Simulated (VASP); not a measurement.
Wanted: the native input for a VASP 6.6.1 run.

```
Task                   : single point
Functional             : PBE
Potentials or basis    : VASP PAW PBE potentials, release 64 (Hf_pv)
Cutoff                 : 520 eV
k mesh                 : 12 × 12 × 20
Occupations            : gaussian, width 0.1 eV
Spin                   : no spin polarisation
Dipole correction      : no
Further INCAR settings : ALGO = Normal; EDIFF = 1e-06; NBANDS = 17
```

The structure of Hf lies in POSCAR:

```
Hf
1.0
    5.0878216004      0.0000000000      0.0000000000
   -2.5439108002      4.4061827558      0.0000000000
    0.0000000000      0.0000000000      2.7788198179
Hf
2
Direct
    0.3333333333      0.6666666667      0.0000000000
    0.6666666667      0.3333333333      0.0000000000
```

This isn't the form of Hf at room conditions, which is hcp.

The input as run:

INCAR

```
SYSTEM = Hf
ALGO = Normal
EDIFF = 1E-6
ENCUT = 520
GGA = PE
ISIF = 2
ISMEAR = 0
LASPH = .TRUE.
LCHARG = .FALSE.
LREAL = .FALSE.
LWAVE = .FALSE.
NBANDS = 17
NELM = 100
PREC = Accurate
SIGMA = 0.1
```

KPOINTS

```
k-points
0
G
  12 12 20
  0 0 0
```

Potentials or basis: VASP PAW PBE potentials, release 64 (Hf_pv).

Run with:

```sh
$ cat potpaw_PBE.64/Hf_pv/POTCAR > POTCAR
$ mpirun -np 1 vasp_std > vasp.out
```

Results of the run:

```json
{
 "Pressure": "-0.2 GPa",
 "Band gap on the k mesh": "zero (bands 10 and 11 overlap by 1.60 eV)"
}
```

Caveat: spin-orbit coupling is left out, which moves the levels of the heavy elements.

It took 66 s on 1 thread of Intel(R) Xeon(R) 6975P-C (Granite Rapids), on a shared host, peak memory 0.32 GiB.
